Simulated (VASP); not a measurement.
Crystal: ZnAu.

```
Zn Au
1.0
     3.14700    0.00000    0.00000
     0.00000    3.14700    0.00000
     0.00000    0.00000    3.14700
Zn Au
1 1
Direct
  0.50000 0.50000 0.50000
  0.00000 0.00000 0.00000
```

| Property | Result |
| --- | --- |
| Program | VASP 6.6.1 |
| Task | relaxation of cell and atoms |
| Functional | PBE |
| Potentials or basis | VASP PAW PBE potentials, release 64 (Zn, Au) |
| Cutoff | 600 eV |
| k mesh | 14 × 14 × 14 |
| Occupations | gaussian, width 0.1 eV |
| Spin | no spin polarisation |

At the start: pressure 4.9 GPa; volume 15.58 Å³/atom.

Task: Where does the relaxation end?

Result: Over 5 steps the energy falls by 9.1 meV/atom and the volume is 16.19 Å³/atom (+3.9 %); space group Pm-3m (No. 221, to 0.05 Å).

Step by step:
| step | energy change (eV) | largest force (eV/Å) | pressure (GPa) | volume (Å³) |
| --- | --- | --- | --- | --- |
| 1 | 0.0000 | 0.0000 | 4.92 | 31.17 |
| 2 | -0.0081 | 0.0000 | -3.17 | 33.38 |
| 3 | -0.0182 | 0.0000 | 0.10 | 32.40 |
| 4 | -0.0182 | 0.0000 | -0.09 | 32.43 |
| 5 | -0.0182 | 0.0000 | 0.01 | 32.39 |

Final structure:
```cif
data_structure
_symmetry_space_group_name_H-M 'P 1'
_symmetry_Int_Tables_number 1
_cell_length_a 3.1876
_cell_length_b 3.1876
_cell_length_c 3.1876
_cell_angle_alpha 90.000
_cell_angle_beta 90.000
_cell_angle_gamma 90.000
_cell_volume 32.39
loop_
_atom_site_label
_atom_site_type_symbol
_atom_site_fract_x
_atom_site_fract_y
_atom_site_fract_z
_atom_site_occupancy
Zn1 Zn 0.50000 0.50000 0.50000 1
Au1 Au 0.00000 0.00000 0.00000 1
```
